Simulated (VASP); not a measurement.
## Ga4Sb3P: single point with PBE

The system is Ga4Sb3P.

```
P Sb Ga
1.0
     4.27369    0.00000    0.00000
     0.00000    4.27475    6.03763
     0.00000   -4.27475    6.03763
P Sb Ga
1 3 4
Direct
  0.00000 0.00013 0.00013
  0.50000 0.00019 0.49921
  0.50000 0.49921 0.00019
  0.00000 0.50155 0.50155
  0.50000 0.88764 0.88764
  0.00000 0.88460 0.35160
  0.00000 0.35160 0.88460
  0.50000 0.37508 0.37508
```

```json
{
 "Program": "VASP 6.6.1",
 "Task": "single point",
 "Functional": "PBE",
 "Potentials or basis": "VASP PAW PBE potentials, release 64 (P, Sb, Ga_d)",
 "Cutoff": "520 eV",
 "k mesh": "6 × 4 × 4",
 "Occupations": "fermi-dirac, width 0.02 eV",
 "Spin": "no spin polarisation",
 "Dipole correction": "no",
 "Further INCAR settings": "ALGO = Normal; EDIFF = 1e-06; NBANDS = 46"
}
```

| Quantity | Value |
| --- | --- |
| Pressure | 0.1 GPa |
| Largest force | 0.007 eV/Å |
| Band gap on the k mesh | 0.06 eV |

Forces on the atoms (eV/Å):
```
P    0.000  0.000  0.002
Sb   0.000  0.000  0.000
Sb   0.000  0.000  0.000
Sb   0.000  0.000  0.000
Ga   0.000  0.000  0.003
Ga   0.000  0.006 -0.003
Ga   0.000 -0.006 -0.003
Ga   0.000  0.000 -0.001
```

Levels at points of the mesh, in eV from the valence-band top:
| k point | band 34 | band 35 | band 36 | band 37 | band 38 | band 39 |
| --- | --- | --- | --- | --- | --- | --- |
| (0.00, 0.00, 0.00) | -0.59 | -0.07 | 0.00 | 0.06 | 0.61 | 0.61 |
| (0.50, 0.00, 0.00) | -2.96 | -1.62 | -0.97 | 1.65 | 2.28 | 3.36 |
| (0.00, 0.50, 0.00) | -0.86 | -0.43 | -0.43 | 0.23 | 1.26 | 1.50 |
| (0.50, 0.50, 0.00) | -2.05 | -1.81 | -1.71 | 1.35 | 1.38 | 1.83 |
| (0.00, 0.50, 0.50) | -1.41 | -1.19 | -0.96 | 0.89 | 1.44 | 1.73 |
| (0.50, 0.50, 0.50) | -1.16 | -1.12 | -0.88 | 0.19 | 0.47 | 1.02 |

It took 8.5 min on 1 thread of Intel(R) Xeon(R) Platinum 8259CL CPU @ 2.50GHz (Skylake/Cascade Lake) (shared host), peak memory 0.45 GiB.

Caveat: spin-orbit coupling is left out, which moves the levels of the heavy elements. A k mesh can miss the band edges.
